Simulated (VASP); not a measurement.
# Rh (I4/mmm) in VASP: a series of runs

Runs on Rh. Level: PBE. Tasks: single point.

Everything below comes from runs of VASP 6.6.1. Logs are shortened: lines on timing, memory, paths and dates and some standing lists are left out, and cuts for length are marked.

**1. The cell of the first run**

It takes space group I4/mmm (No. 139, tetragonal). Conventional cell: a = 2.708 Å, b = 2.708 Å, c = 3.638 Å, α = 90.00°, β = 90.00°, γ = 90.00°. Within 3.9 Å of Rh (site symmetry 4/mmm) lie 18 Rh at 2.64 to 3.83 Å.

**2. Single point, PBE (strain -0.0500 x Voigt [0, 1, 0, 0, 0, 0])**

File INCAR:

```
SYSTEM = Rh
ALGO = Fast
EDIFF = 1E-6
ENCUT = 520
GGA = PE
ISIF = 2
ISMEAR = 0
LASPH = .True.
LCHARG = .False.
LREAL = .False.
LWAVE = .False.
NBANDS = 14
NELM = 60
PREC = Accurate
SIGMA = 0.15
```

File KPOINTS:

```
k-points
0
Gamma
  26 26 26
  0 0 0
```

File POSCAR:

```
Rh
1.0
    0.0000000000      1.8192171409      1.9149654115
    1.9149654115      0.0000000000      1.9149654115
    1.9149654115      1.8192171409      0.0000000000
Rh
1
Direct
    0.0000000000      0.0000000000      0.0000000000
```

Potentials or basis: VASP PAW PBE potentials, release 64 (Rh_pv).

The run is started by

```sh
$ cat potpaw_PBE.64/Rh_pv/POTCAR > POTCAR
$ mpirun -np 1 vasp_std > vasp.out
```

OUTCAR:

```text
SYSTEM = Rh
   EDIFF = 1E-6
   ENCUT = 520
   GGA = PE
   ISIF = 2
   ISMEAR = 0
   LASPH = .True.
   LREAL = .False.
   NELM = 60
   PREC = Accurate

 ion  position               nearest neighbor table
   1  0.000  0.000  0.000-

  LATTYP: Found a body centered tetragonal cell.
 ALAT       =     2.7081700564
 C/A-ratio  =     1.3435028842

  Lattice vectors:

 A1 = (   0.0000000000,  -1.8192171409,   1.9149654115)
 A2 = (   0.0000000000,  -1.8192171409,  -1.9149654115)
 A3 = (   1.9149654115,   1.8192171409,   0.0000000000)

Analysis of symmetry for initial positions (statically):
=====================================================================
 Subroutine PRICEL returns:
 Original cell was already a primitive cell.

 Routine SETGRP: Setting up the symmetry group for a
 body centered tetragonal supercell.

 Subroutine GETGRP returns: Found 16 space group operations
 (whereof 16 operations were pure point group operations)
 out of a pool of 16 trial point group operations.

The static configuration has the point symmetry D_4h.

Analysis of symmetry for dynamics (positions and initial velocities):
=====================================================================
 Subroutine PRICEL returns:
 Original cell was already a primitive cell.

 Routine SETGRP: Setting up the symmetry group for a
 body centered tetragonal supercell.

 Subroutine GETGRP returns: Found 16 space group operations
 (whereof 16 operations were pure point group operations)
 out of a pool of 16 trial point group operations.

The dynamic configuration has the point symmetry D_4h.

 Subroutine INISYM returns: Found 16 space group operations
 (whereof 16 operations are pure point group operations),
 and found     1 'primitive' translations

----------------------------------------------------------------------------------------

                                     Primitive cell

  volume of cell :      13.3425

  direct lattice vectors                    reciprocal lattice vectors
     0.000000000  1.819217141  1.914965412    -0.261101322  0.274843497  0.261101322
     1.914965412  0.000000000  1.914965412     0.261101322 -0.274843497  0.261101322
     1.914965412  1.819217141  0.000000000     0.261101322  0.274843497 -0.261101322

  length of vectors
     2.641333666  2.708170056  2.641333666     0.460311577  0.460311577  0.460311577

  position of ions in fractional coordinates (direct lattice)
     0.000000000  0.000000000  0.000000000

  ion indices of the primitive-cell ions
   primitive index   ion index
                 1           1

----------------------------------------------------------------------------------------

 KPOINTS: k-points

Automatic generation of k-mesh.
 Grid dimensions read from file:
 generate k-points for:   26   26   26

 Generating k-lattice:

  Cartesian coordinates                     Fractional coordinates (reciprocal lattice)
    -0.010042359  0.010570904  0.010042359     0.038461538  0.000000000  0.000000000
     0.010042359 -0.010570904  0.010042359     0.000000000  0.038461538  0.000000000
     0.010042359  0.010570904 -0.010042359     0.000000000  0.000000000  0.038461538

  Length of vectors
     0.017704291  0.017704291  0.017704291

  Shift w.r.t. Gamma in fractional coordinates (k-lattice)
     0.000000000  0.000000000  0.000000000

 Subroutine IBZKPT returns following result:
 ===========================================

 Found   1330 irreducible k-points:

 Following reciprocal coordinates:
            Coordinates               Weight
  0.000000  0.000000  0.000000      1.000000
  0.038462  0.000000  0.000000      8.000000
  0.076923  0.000000  0.000000      8.000000
  0.115385  0.000000  0.000000      8.000000
  0.153846  0.000000  0.000000      8.000000
  0.192308  0.000000  0.000000      8.000000
[... 16 lines left out ...]
  0.346154  0.038462  0.000000     16.000000
  0.384615  0.038462 -0.000000     16.000000
 [... further k-points ...]
   k-points           NKPTS =   1330   k-points in BZ     NKDIM =   1330   number of bands    NBANDS=     14
   number of dos      NEDOS =    301   number of ions     NIONS =      1
   total plane-waves  NPLWV =   8000
   dimension x,y,z NGX =    20 NGY =   20 NGZ =   20
   dimension x,y,z NGXF=    40 NGYF=   40 NGZF=   40
   ions per type =               1
   NGX,Y,Z   is equivalent  to a cutoff of  12.59, 12.28, 12.59 a.u.
   NGXF,Y,Z  is equivalent  to a cutoff of  25.18, 24.55, 25.18 a.u.
 SYSTEM =  Rh
   PREC   = accura    normal or accurate (medium, high low for compatibility)
   ISTART =      0    job   : 0-new  1-cont  2-samecut
   ICHARG =      2    charge: 1-file 2-atom 10-const
   ISPIN  =      1    spin polarized calculation?
   LNONCOLLINEAR =      F non collinear calculations
   LSORBIT =      F    spin-orbit coupling
   LASPH  =      T    aspherical Exc in radial PAW
   ENCUT  =  520.0 eV  38.22 Ry    6.18 a.u.   4.91  5.04  4.91*2*pi/ulx,y,z
   NELM   =     60;   NELMIN=  2; NELMDL= -5     # of ELM steps
   EDIFF  = 0.1E-05   stopping-criterion for ELM
   LREAL  =      F    real-space projection
[... 7 lines left out ...]
   TEBEG  =    0.0;   TEEND  =   0.0 temperature during run
   PSTRESS=    0.0 pullay stress
   NELECT =      15.0000    total number of electrons
   NUPDOWN=      -1.0000    fix difference up-down
   EMIN   =  10.00;   EMAX   =-10.00  energy-range for DOS
   EFERMI =   0.00;   METHOD = LEGACY
   ISMEAR =     0;   SIGMA  =   0.15  broadening in eV -4-tet -1-fermi 0-gaus
   EFERMI_NEDOS =   21; number of points for ismear=-14 and -15
   IALGO  =     68    algorithm
   IMIX   =      4    mixing-type and parameters
     AMIX     =   0.40;   BMIX     =  1.00
     AMIX_MAG =   1.60;   BMIX_MAG =  1.00
  volume/ion in A,a.u.               =      13.34        90.04
  Fermi-wavevector in a.u.,A,eV,Ry     =   1.702262  3.216809 39.425555  2.897697
  Thomas-Fermi vector in A             =   2.782064
   LORBIT       =      0    0 simple, 1 ext, 2 COOP (PROOUT), +10 PAW based schemes
   GGA     = PE    functional components
   LHFCALC =     F    Hartree Fock is set to
   AEXX    =    0.0000 exact exchange contribution
   IVDW    =     0    specifies the selected vdW correction
   LEPSILON=     F    determine dielectric tensor
   LRPA    =     F    only Hartree local field effects (RPA)
 non-spin polarized calculation
 RMM-DIIS sequential band-by-band and
 Gauss-broadening in eV      SIGMA  =   0.15
  energy-cutoff  :      520.00
  volume of cell :       13.34
 maximum number of plane-waves:       371
   NGX =  9   NGY =  9   NGZ =  9

 number of electron      15.0000005 magnetization

 Free energy of the ion-electron system (eV)
  ---------------------------------------------------
  ext. energy  EPLUGINS =         0.00000000
  ---------------------------------------------------
  free energy    TOTEN  =        -7.21474785 eV

  energy without entropy =       -7.20044402  energy(sigma->0) =       -7.20759593

 E-fermi :  12.4549     XC(G=0): -14.2254

 val. band max:       12.4529354209   @ k =   0.3462   0.0769  -0.0000
 cond. band min:      12.4552891176   @ k =  -0.3077   0.0385   0.0000
 fundamental gap:      0.0023536967
 Fermi energy:        12.4549219814

 k-point     1 :       0.0000    0.0000    0.0000
  band No.  band energies     occupation
      1     -33.9739      2.00000
      2     -33.9739      2.00000
      3     -33.9421      2.00000
      4       4.2826      2.00000
      5       9.0734      2.00000
      6       9.0734      2.00000
      7       9.6216      2.00000
      8      11.0739      2.00000
      9      11.7461      2.00000
     10      28.4815      0.00000
     11      32.9164      0.00000
     12      33.5139      0.00000
     13      33.5139      0.00000
     14      35.2463      0.00000

 k-point     2 :       0.0385    0.0000    0.0000
  band No.  band energies     occupation
      1     -33.9828      2.00000
      2     -33.9760      2.00000
      3     -33.9467      2.00000
      4       4.3445      2.00000
      5       9.0660      2.00000
      6       9.0981      2.00000
      7       9.6245      2.00000
      8      11.0637      2.00000
      9      11.7277      2.00000
     10      28.5742      0.00000
     11      32.9155      0.00000
     12      33.3289      0.00000
     13      33.6053      0.00000
     14      35.1458      0.00000

 k-point     3 :       0.0769    0.0000    0.0000
  band No.  band energies     occupation
      1     -34.0145      2.00000
      2     -33.9821      2.00000
      3     -33.9547      2.00000
      4       4.5266      2.00000
      5       9.0345      2.00000
      6       9.1668      2.00000
      7       9.6457      2.00000
      8      11.0397      2.00000
      9      11.6774      2.00000
     10      28.8388      0.00000
     11      32.6938      0.00000
     12      32.9198      0.00000
     13      33.8756      0.00000
     14      35.1614      0.00000

 k-point     4 :       0.1154    0.0000    0.0000
  band No.  band energies     occupation
      1     -34.0701      2.00000
      2     -33.9919      2.00000
      3     -33.9623      2.00000
      4       4.8162      2.00000
      5       8.9705      2.00000
      6       9.2618      2.00000
      7       9.7029      2.00000
      8      11.0225      2.00000
      9      11.6108      2.00000
     10      29.2325      0.00000
     11      31.7398      0.00000
     12      32.9174      0.00000
     13      34.3135      0.00000
     14      35.4785      0.00000

 k-point     5 :       0.1538    0.0000    0.0000
  band No.  band energies     occupation
      1     -34.1446      2.00000
      2     -34.0047      2.00000
      3     -33.9706      2.00000
      4       5.1874      2.00000
      5       8.8974      2.00000
      6       9.3515      2.00000
      7       9.7876      2.00000
      8      11.0467      2.00000
      9      11.5542      2.00000
     10      29.6710      0.00000
     11      30.6662      0.00000
     12      32.9171      0.00000
     13      34.9002      0.00000
     14      36.0108      0.00000

 k-point     6 :       0.1923    0.0000    0.0000
  band No.  band energies     occupation
      1     -34.2327      2.00000
      2     -34.0199      2.00000
      3     -33.9797      2.00000
      4       5.5932      2.00000
      5       8.8744      2.00000
      6       9.3984      2.00000
      7       9.8651      2.00000
      8      11.1524      2.00000
      9      11.5443      2.00000
     10      29.5124      0.00000
     11      30.0763      0.00000
     12      32.9168      0.00000
     13      35.6077      0.00000
     14      36.6747      0.00000

 k-point     7 :       0.2308    0.0000    0.0000
  band No.  band energies     occupation
      1     -34.3286      2.00000
      2     -34.0365      2.00000
      3     -33.9895      2.00000
      4       5.9571      2.00000
      5       8.9894      2.00000
      6       9.3812      2.00000
      7       9.8975      2.00000
      8      11.3604      2.00000
      9      11.6162      2.00000
     10      28.3907      0.00000
     11      30.1932      0.00000
     12      32.9169      0.00000
     13      36.3898      0.00000
     14      37.3641      0.00000
[... 205 lines left out ...]
 k-point    20 :       0.2308    0.0385    0.0000
  band No.  band energies     occupation
      1     -34.2959      2.00000
      2     -34.0313      2.00000
      3     -33.9930      2.00000
      4       5.8873      2.00000
      5       8.8232      2.00000
      6       9.4344      2.00000
      7       9.9363      2.00000
      8      11.1614      2.00000
      9      11.7277      2.00000
     10      28.8393      0.00000
     11      30.2641      0.00000
     12      32.9167      0.00000
     13      35.8242      0.00000
     14      37.0223      0.00000

 k-point    21 :       0.2692    0.0385   -0.0000
  band No.  band energies     occupation
      1     -34.3923      2.00000
      2     -34.0484      2.00000
      3     -34.0035      2.00000
      4       6.1771      2.00000
      5       9.0571      2.00000
      6       9.3733      2.00000
      7       9.9133      2.00000
      8      11.4484      2.00000
      9      11.8847      2.00000
     10      27.6901      0.00000
     11      30.1690      0.00000
     12      32.9167      0.00000
     13      36.3144      0.00000
     14      37.5403      0.00000

 k-point    22 :       0.3077    0.0385    0.0000
  band No.  band energies     occupation
      1     -34.4872      2.00000
      2     -34.0655      2.00000
      3     -34.0136      2.00000
      4       6.3149      2.00000
      5       9.2259      2.00000
      6       9.5771      2.00000
      7       9.8454      2.00000
      8      11.8141      2.00000
      9      12.1107      1.99883
     10      26.4894      0.00000
     11      29.7830      0.00000
     12      32.9169      0.00000
     13      36.3186      0.00000
     14      37.3813      0.00000

 k-point    23 :       0.3462    0.0385    0.0000
  band No.  band energies     occupation
      1     -34.5752      2.00000
      2     -34.0816      2.00000
      3     -34.0226      2.00000
      4       6.3289      2.00000
      5       9.1204      2.00000
      6       9.7502      2.00000
      7      10.2360      2.00000
      8      12.2194      1.97359
      9      12.3789      1.52619
     10      25.2470      0.00000
     11      29.2675      0.00000
     12      32.9170      0.00000
     13      35.7529      0.00000
     14      36.5645      0.00000

 k-point    24 :       0.3846    0.0385   -0.0000
  band No.  band energies     occupation
      1     -34.6513      2.00000
      2     -34.0960      2.00000
      3     -34.0300      2.00000
      4       6.2805      2.00000
      5       9.0140      2.00000
      6       9.6558      2.00000
      7      10.9777      2.00000
      8      12.5723      0.26863
      9      12.7243      0.01109
     10      24.0086      0.00000
     11      28.7721      0.00000
     12      32.9170      0.00000
     13      35.0135      0.00000
     14      35.7120      0.00000

 [... further k-points ...]
[... 5 lines left out ...]
  --------------------------------------------------------------------------------------
  -------------------------------------------------------------------------------------
  Total        0.9377012      2.0084995      0.9377012      0.0000000     -0.0000000      0.0000000
  in kB      112.6000622    241.1825591    112.6000622      0.0000000     -0.0000000      0.0000000
  external PRESSURE =     155.4608945 kB  Pullay stress =       0.0000000 kB

 VOLUME and BASIS-vectors are now :
 -----------------------------------------------------------------------------
  energy-cutoff  :      520.00
  volume of cell :       13.34
      direct lattice vectors                 reciprocal lattice vectors
     0.000000000  1.819217141  1.914965412    -0.261101322  0.274843497  0.261101322
     1.914965412  0.000000000  1.914965412     0.261101322 -0.274843497  0.261101322
     1.914965412  1.819217141  0.000000000     0.261101322  0.274843497 -0.261101322

 POSITION                                       TOTAL-FORCE (eV/Angst)
 -----------------------------------------------------------------------------------
      0.00000      0.00000      0.00000        -0.000000      0.000000     -0.000000
 -----------------------------------------------------------------------------------
    total drift:                                0.000000     -0.000000      0.000000

  FREE ENERGIE OF THE ION-ELECTRON SYSTEM (eV)
  ---------------------------------------------------
  free  energy   TOTEN  =        -7.2147478533 eV

  energy  without entropy=       -7.2004440159  energy(sigma->0) =       -7.20759593
```

Run time: 3 min. Hardware: 1 thread of Intel Xeon Platinum 8259CL at 2.50GHz (Skylake/Cascade Lake), shared host; peak memory 0.32 GiB.

Results:

```
Free energy            : -7.2147 eV
Pressure               : 15.5 GPa
Band gap on the k mesh : zero (an odd number of electrons rules out a gap without spin polarisation)
```

Caveat: the cell differs from its parent crystal (strain -0.0500 x Voigt [0, 1, 0, 0, 0, 0]); the cell stands under pressure.

**3. Single point, PBE (strain +0.1000 x Voigt [0, 1, 0, 0, 0, 0])**

File INCAR:

```
SYSTEM = Rh
ALGO = Fast ; EDIFF = 1E-7
ENCUT = 520 ; GGA = PE
ISIF = 2 ; ISMEAR = 0
LASPH = .TRUE. ; LCHARG = .FALSE.
LREAL = .FALSE. ; LWAVE = .FALSE.
NBANDS = 14 ; NELM = 80
PREC = Accurate ; SIGMA = 0.15
```

File KPOINTS:

```
k-points
0
G
  26 26 26
  0 0 0
```

File POSCAR:

```
Rh
1.0
    0.0000000000      2.1064619526      1.9149654115
    1.9149654115      0.0000000000      1.9149654115
    1.9149654115      2.1064619526      0.0000000000
Rh
1
Direct
    0.0000000000      0.0000000000      0.0000000000
```

Potentials or basis: VASP PAW PBE potentials, release 64 (Rh_pv).

The run is started by

```sh
$ cat potpaw_PBE.64/Rh_pv/POTCAR > POTCAR
$ mpirun -np 1 vasp_std > vasp.out
```

Run time: 6 min. Hardware: 1 thread of Intel Xeon 8259CL, shared host; peak memory 0.36 GiB.

Results (log left out):

* Free energy: -7.1244 eV
* Pressure: -17.7 GPa
* Band gap on the k mesh: zero (an odd number of electrons rules out a gap without spin polarisation)

Stress tensor (GPa, compression positive):
```
-12.21   0.00   0.00
  0.00 -28.80   0.00
  0.00   0.00 -12.21
```

Levels at points of the mesh, in eV from the Fermi level:
| k point | band 5 | band 6 | band 7 | band 8 | band 9 | band 10 |
| --- | --- | --- | --- | --- | --- | --- |
| (0.00, 0.00, 0.00) | -3.14 | -2.20 | -2.20 | -1.40 | -0.31 | 16.16 |
| (0.50, 0.00, 0.00) | -3.02 | -2.16 | 0.29 | 0.65 | 0.92 | 7.60 |
| (0.50, 0.50, 0.00) | -4.91 | 0.36 | 0.41 | 1.23 | 3.81 | 11.74 |
| (0.50, 0.00, 0.50) | -4.96 | 0.53 | 0.75 | 0.75 | 2.02 | 9.29 |

Caveat: the cell differs from its parent crystal (strain +0.1000 x Voigt [0, 1, 0, 0, 0, 0]); the cell stands under tension.
